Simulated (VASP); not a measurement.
# B3Ru5 (P-6m2) in VASP: further runs

The runs below take B3Ru5 through relaxation of shape and atoms at fixed volume, with PBE.

Everything below comes from runs of VASP 6.6.1. Logs are shortened: lines on timing, memory, paths and dates and some standing lists are left out, and cuts for length are marked.

## (1) The cell of the first run

Symmetry: P-6m2, No. 187, hexagonal system. Conventional cell: a = 2.703 Å, b = 2.703 Å, c = 12.372 Å, α = 90.00°, β = 90.00°, γ = 120.00°. B (site symmetry 3m) has 6 Ru at 2.06 to 2.11 Å and 7 B at 2.70 to 2.80 Å within 2.9 Å. B (site symmetry -6m2) has 6 Ru at 2.09 Å and 8 B at 2.70 to 2.80 Å within 2.9 Å. Ru (site symmetry 3m) has 3 B at 2.06 Å and 10 Ru at 2.57 to 2.76 Å within 2.8 Å. Ru (site symmetry 3m) has 6 B at 2.09 to 2.11 Å and 8 Ru at 2.70 to 2.77 Å within 2.8 Å. Within 3.4 Å of Ru (site symmetry -6m2) lie 12 Ru at 2.57 to 2.70 Å and 2 B at 3.38 Å.

## (2) Relaxation of shape and atoms at fixed volume, PBE (9.79 Å³/atom)

INCAR reads:

```
SYSTEM = B3Ru5
PREC = Accurate
ENCUT = 500
EDIFF = 1E-7
ISMEAR = 0
SIGMA = 0.1
LREAL = .FALSE.
LASPH = .TRUE.
NELM = 120
ALGO = Normal
ISIF = 4
LWAVE = .FALSE.
LCHARG = .FALSE.
GGA = PE
IBRION = 2
NSW = 50
EDIFFG = -0.01
GGA_COMPAT = .FALSE.
NELMIN = 4
```

KPOINTS reads:

```
Automatic mesh
0
G
  12 12 4
  0 0 0
```

POSCAR reads:

```
B3Ru5
1.0
    2.7034650640      0.0000000000      0.0000000000
   -1.3517325320      2.3412694237      0.0000000000
    0.0000000000      0.0000000000     12.3723007505
B Ru
3 5
Direct
    0.3333333333      0.6666666667      0.7264293307
    0.3333333333      0.6666666667      0.5000000000
    0.3333333333      0.6666666667      0.2735706693
    0.0000000000      0.0000000000      0.8351899572
    0.0000000000      0.0000000000      0.3878740111
    0.0000000000      0.0000000000      0.6121259889
    0.0000000000      0.0000000000      0.1648100428
    0.3333333333      0.6666666667      0.0000000000
```

Potentials or basis: VASP PAW PBE potentials, release 64 (B, Ru_pv).

The run is started by

```bash
$ cat potpaw_PBE.64/B/POTCAR potpaw_PBE.64/Ru_pv/POTCAR > POTCAR
$ mpirun -np 1 vasp_std > vasp.out
```

OUTCAR:

```text
SYSTEM = B3Ru5
   PREC = Accurate
   ENCUT = 500
   EDIFF = 1E-7
   ISMEAR = 0
   LREAL = .FALSE.
   LASPH = .TRUE.
   NELM = 120
   ISIF = 4
   GGA = PE
   IBRION = 2
   NSW = 50
   EDIFFG = -0.01
   NELMIN = 4

 ion  position               nearest neighbor table
   1  0.333  0.667  0.726-   4 2.06   4 2.06   4 2.06   6 2.11   6 2.11   6 2.11
   2  0.333  0.667  0.500-   5 2.09   6 2.09   5 2.09   6 2.09   5 2.09   6 2.09
   3  0.333  0.667  0.274-   7 2.06   7 2.06   7 2.06   5 2.11   5 2.11   5 2.11
   4  0.000  0.000  0.835-   1 2.06   1 2.06   1 2.06   8 2.57   8 2.57   8 2.57   6 2.76
   5  0.000  0.000  0.388-   2 2.09   2 2.09   2 2.09   3 2.11   3 2.11   3 2.11   7 2.76   6 2.77

   6  0.000  0.000  0.612-   2 2.09   2 2.09   2 2.09   1 2.11   1 2.11   1 2.11   4 2.76   5 2.77

   7  0.000  0.000  0.165-   3 2.06   3 2.06   3 2.06   8 2.57   8 2.57   8 2.57   5 2.76
   8  0.333  0.667  0.000-   4 2.57   7 2.57   4 2.57   7 2.57   4 2.57   7 2.57

  LATTYP: Found a hexagonal cell.
 ALAT       =     2.7034650640
 C/A-ratio  =     4.5764603787

  Lattice vectors:

 A1 = (   2.7034650640,   0.0000000000,   0.0000000000)
 A2 = (  -1.3517325320,   2.3412694237,   0.0000000000)
 A3 = (   0.0000000000,   0.0000000000,  12.3723007505)

Analysis of symmetry for initial positions (statically):
=====================================================================
 Subroutine PRICEL returns:
 Original cell was already a primitive cell.

 Routine SETGRP: Setting up the symmetry group for a
 hexagonal supercell.

 Subroutine GETGRP returns: Found 12 space group operations
 (whereof 12 operations were pure point group operations)
 out of a pool of 24 trial point group operations.

The static configuration has the point symmetry D_3h.

Analysis of symmetry for dynamics (positions and initial velocities):
=====================================================================
 Subroutine PRICEL returns:
 Original cell was already a primitive cell.

 Routine SETGRP: Setting up the symmetry group for a
 hexagonal supercell.

 Subroutine GETGRP returns: Found 12 space group operations
 (whereof 12 operations were pure point group operations)
 out of a pool of 24 trial point group operations.

The dynamic configuration has the point symmetry D_3h.

 Subroutine INISYM returns: Found 12 space group operations
 (whereof 12 operations are pure point group operations),
 and found     1 'primitive' translations

----------------------------------------------------------------------------------------

                                     Primitive cell

  volume of cell :      78.3110
[... 113 lines left out ...]
   NUPDOWN=      -1.0000    fix difference up-down
   EMIN   =  10.00;   EMAX   =-10.00  energy-range for DOS
   EFERMI =   0.00;   METHOD = LEGACY
   ISMEAR =     0;   SIGMA  =   0.10  broadening in eV -4-tet -1-fermi 0-gaus
   EFERMI_NEDOS =   21; number of points for ismear=-14 and -15
   IALGO  =     38    algorithm
   IMIX   =      4    mixing-type and parameters
     AMIX     =   0.40;   BMIX     =  1.00
     AMIX_MAG =   1.60;   BMIX_MAG =  1.00
  volume/ion in A,a.u.               =       9.79        66.06
  Fermi-wavevector in a.u.,A,eV,Ry     =   1.641886  3.102715 36.678443  2.695789
  Thomas-Fermi vector in A             =   2.732281
   LORBIT       =      0    0 simple, 1 ext, 2 COOP (PROOUT), +10 PAW based schemes
   GGA     = PE    functional components
   LHFCALC =     F    Hartree Fock is set to
   AEXX    =    0.0000 exact exchange contribution
   IVDW    =     0    specifies the selected vdW correction
   LEPSILON=     F    determine dielectric tensor
   LRPA    =     F    only Hartree local field effects (RPA)
 conjugate gradient relaxation of ions
 non-spin polarized calculation
 Gauss-broadening in eV      SIGMA  =   0.10
  energy-cutoff  :      500.00
  volume of cell :       78.31
 maximum number of plane-waves:      2028
 NGX is ok and might be reduce to    20
   NGX =  9   NGY =  9   NGZ = 45

--------------------------------------- Ionic step        1  -------------------------------------------

 number of electron      78.9999986 magnetization

 Free energy of the ion-electron system (eV)
  ---------------------------------------------------
  ext. energy  EPLUGINS =         0.00000000
  ---------------------------------------------------
  free energy    TOTEN  =       -66.36568510 eV

  energy without entropy =      -66.34405665  energy(sigma->0) =      -66.35487087

------------------------ aborting loop because EDIFF is reached ----------------------------------------

  FORCE on cell =-STRESS in cart. coord.  units (eV):
  Direction    XX          YY          ZZ          XY          YZ          ZX
  --------------------------------------------------------------------------------------
  -------------------------------------------------------------------------------------
  Total       25.0206899     25.0206899     25.8983194      0.0000000     -0.0000000      0.0000000
  in kB      511.9024858    511.9024858    529.8580548      0.0000000     -0.0000000      0.0000000
  external PRESSURE =     517.8876754 kB  Pullay stress =       0.0000000 kB
[... 113 lines left out ...]
--------------------------------------- Ionic step        4  -------------------------------------------

 number of electron      78.9999988 magnetization

 Free energy of the ion-electron system (eV)
  ---------------------------------------------------
  ext. energy  EPLUGINS =         0.00000000
  ---------------------------------------------------
  free energy    TOTEN  =       -66.36725871 eV

  energy without entropy =      -66.34533001  energy(sigma->0) =      -66.35629436

 E-fermi :  13.4852     XC(G=0): -14.3593

 val. band max:       13.4847571513   @ k =   0.4167   0.1667   0.0000
 cond. band min:      13.4935921449   @ k =   0.0833   0.0000   0.2500
 fundamental gap:      0.0088349936
 Fermi energy:        13.4851796810

 k-point     1 :       0.0000    0.0000    0.0000
  band No.  band energies     occupation
      1     -30.3356      2.00000
      2     -30.1055      2.00000
      3     -29.8156      2.00000
      4     -29.7565      2.00000
      5     -29.3942      2.00000
      6     -29.3942      2.00000
[... 1189 lines left out ...]
     46      16.7096      0.00000
     47      17.5007      0.00000

 [... further k-points ...]

------------------------ aborting loop because EDIFF is reached ----------------------------------------

  FORCE on cell =-STRESS in cart. coord.  units (eV):
  Direction    XX          YY          ZZ          XY          YZ          ZX
  --------------------------------------------------------------------------------------
  -------------------------------------------------------------------------------------
  Total       25.2487236     25.2487236     25.1999851     -0.0000000      0.0000000     -0.0000000
  in kB      516.5678667    516.5678668    515.5707162     -0.0000000      0.0000000     -0.0000000
  external PRESSURE =     516.2354832 kB  Pullay stress =       0.0000000 kB
[... 23 lines left out ...]
  FREE ENERGIE OF THE ION-ELECTRON SYSTEM (eV)
  ---------------------------------------------------
  free  energy   TOTEN  =       -66.3672587140 eV

  energy  without entropy=      -66.3453300121  energy(sigma->0) =      -66.35629436

 reached required accuracy - stopping structural energy minimisation
```

It took 20 min on 1 thread of Intel Xeon 8259CL, shared host; peak memory 0.28 GiB.

Results:

- Free energy: -66.3673 eV
- Energy gained by relaxing: 0.2 meV/atom
- Ionic steps: 4
- Pressure after relaxing: 51.6 GPa
- Largest force after relaxing: 0.010 eV/Å
- Band gap on the k mesh: zero (an odd number of electrons rules out a gap without spin polarisation)

Forces in eV/Å, atoms in the order of the input:
```
B    0.000  0.000 -0.002
B    0.000  0.000  0.000
B    0.000  0.000  0.002
Ru   0.000  0.000  0.010
Ru   0.000  0.000 -0.006
Ru   0.000  0.000  0.006
Ru   0.000  0.000 -0.010
Ru   0.000  0.000  0.000
```

Step by step:
```
step  energy change (eV)  largest force (eV/Å)  pressure (GPa)  volume (Å³)
   1              0.0000                0.1448           51.79        78.31
   2             -0.0006                0.1328           51.51        78.31
   3             -0.0015                0.0268           51.63        78.31
   4             -0.0016                0.0096           51.62        78.31
```

Final structure:
```cif
data_structure
_symmetry_space_group_name_H-M 'P 1'
_symmetry_Int_Tables_number 1
_cell_length_a 2.7003
_cell_length_b 2.7003
_cell_length_c 12.4016
_cell_angle_alpha 90.000
_cell_angle_beta 90.000
_cell_angle_gamma 120.000
_cell_volume 78.31
loop_
_atom_site_label
_atom_site_type_symbol
_atom_site_fract_x
_atom_site_fract_y
_atom_site_fract_z
_atom_site_occupancy
B1 B 0.33333 0.66667 0.72638 1
B2 B 0.33333 0.66667 0.50000 1
B3 B 0.33333 0.66667 0.27362 1
Ru1 Ru 0.00000 0.00000 0.83548 1
Ru2 Ru 0.00000 0.00000 0.38783 1
Ru3 Ru 0.00000 0.00000 0.61217 1
Ru4 Ru 0.00000 0.00000 0.16452 1
Ru5 Ru 0.33333 0.66667 0.00000 1
```

Levels at points of the mesh, in eV from the Fermi level:
| k point | band 36 | band 37 | band 38 | band 39 | band 40 | band 41 | band 42 | band 43 |
| --- | --- | --- | --- | --- | --- | --- | --- | --- |
| (0.00, 0.00, 0.00) | -2.08 | -1.93 | -1.93 | -0.97 | -0.52 | -0.52 | -0.13 | -0.13 |
| (0.50, 0.00, 0.00) | -0.37 | 0.30 | 0.40 | 0.92 | 1.19 | 1.23 | 1.56 | 1.68 |
| (0.00, 0.00, 0.50) | -2.41 | -1.25 | -1.25 | -1.17 | -1.17 | -1.03 | 0.17 | 0.17 |
| (0.50, 0.00, 0.50) | -0.23 | -0.07 | 0.21 | 1.06 | 1.12 | 1.25 | 1.54 | 1.69 |

## (3) Relaxation of shape and atoms at fixed volume, PBE (10.12 Å³/atom)

This run uses another cell than the first one, of 10.12 Å³/atom.

INCAR reads:

```
SYSTEM = B3Ru5
ALGO = Normal
EDIFF = 1E-7
EDIFFG = -0.01
ENCUT = 500
GGA = PE
GGA_COMPAT = .FALSE.
IBRION = 2
ISIF = 4
ISMEAR = 0
LASPH = .TRUE.
LCHARG = .FALSE.
LREAL = .FALSE.
LWAVE = .FALSE.
NELM = 120
NELMIN = 4
NSW = 50
PREC = Accurate
SIGMA = 0.1
```

KPOINTS reads:

```
k-points
0
G
  12 12 4
  0 0 0
```

POSCAR reads:

```
B3Ru5
1.0
    2.7367682737      0.0000000000      0.0000000000
   -1.3683841368      2.3701108493      0.0000000000
    0.0000000000      0.0000000000     12.4846007621
B Ru
3 5
Direct
    0.3333333333      0.6666666667      0.7264475229
    0.3333333333      0.6666666667      0.5000000000
    0.3333333333      0.6666666667      0.2735524771
    0.0000000000      0.0000000000      0.8349090363
    0.0000000000      0.0000000000      0.3879439284
    0.0000000000      0.0000000000      0.6120560716
    0.0000000000      0.0000000000      0.1650909637
    0.3333333333      0.6666666667      0.0000000000
```

Potentials or basis: VASP PAW PBE potentials, release 64 (B, Ru_pv).

The run is started by

```bash
$ cat potpaw_PBE.64/B/POTCAR potpaw_PBE.64/Ru_pv/POTCAR > POTCAR
$ mpirun -np 1 vasp_std > vasp.out
```

Run time: 18 min. Hardware: 1 thread of Intel Xeon 8259CL, shared host; peak memory 0.3 GiB.

It converged, with:

```
Free energy                  : -67.0891 eV
Energy gained by relaxing    : 0.2 meV/atom
Ionic steps                  : 4
Pressure after relaxing      : 35.3 GPa
Largest force after relaxing : 0.007 eV/Å
Band gap on the k mesh       : zero (an odd number of electrons rules out a gap without spin polarisation)
```

Forces on the atoms (eV/Å):
```
B    0.000  0.000  0.003
B    0.000  0.000  0.000
B    0.000  0.000 -0.003
Ru   0.000  0.000  0.007
Ru   0.000  0.000 -0.004
Ru   0.000  0.000  0.004
Ru   0.000  0.000 -0.007
Ru   0.000  0.000  0.000
```

The path:
| step | energy change (eV) | largest force (eV/Å) | pressure (GPa) | volume (Å³) |
| --- | --- | --- | --- | --- |
| 1 | 0.0000 | 0.1472 | 35.44 | 80.98 |
| 2 | -0.0009 | 0.1097 | 35.16 | 80.98 |
| 3 | -0.0016 | 0.0243 | 35.27 | 80.98 |
| 4 | -0.0016 | 0.0075 | 35.26 | 80.98 |

Final structure:
```
CELL_PARAMETERS angstrom
2.73358 0.00000 0.00000
-1.36679 2.36735 0.00000
0.00000 0.00000 12.51377
ATOMIC_POSITIONS crystal
B 0.33333 0.66667 0.72639
B 0.33333 0.66667 0.50000
B 0.33333 0.66667 0.27361
Ru 0.00000 0.00000 0.83523
Ru 0.00000 0.00000 0.38789
Ru 0.00000 0.00000 0.61211
Ru 0.00000 0.00000 0.16477
Ru 0.33333 0.66667 0.00000
```

Levels at points of the mesh, in eV from the Fermi level:
```
           k point  band 35  band 36  band 37  band 38  band 39  band 40  band 41  band 42  band 43  band 44
(0.00, 0.00, 0.00)    -2.00    -2.00    -1.85    -1.85    -0.93    -0.50    -0.50    -0.13    -0.13     0.93
(0.50, 0.00, 0.00)    -0.91    -0.37     0.29     0.37     0.86     1.11     1.14     1.47     1.58     1.93
(0.00, 0.00, 0.50)    -2.32    -2.32    -1.20    -1.20    -1.13    -1.13    -0.99     0.16     0.16     0.88
(0.50, 0.00, 0.50)    -0.69    -0.23    -0.07     0.20     0.99     1.04     1.17     1.45     1.58     1.85
```
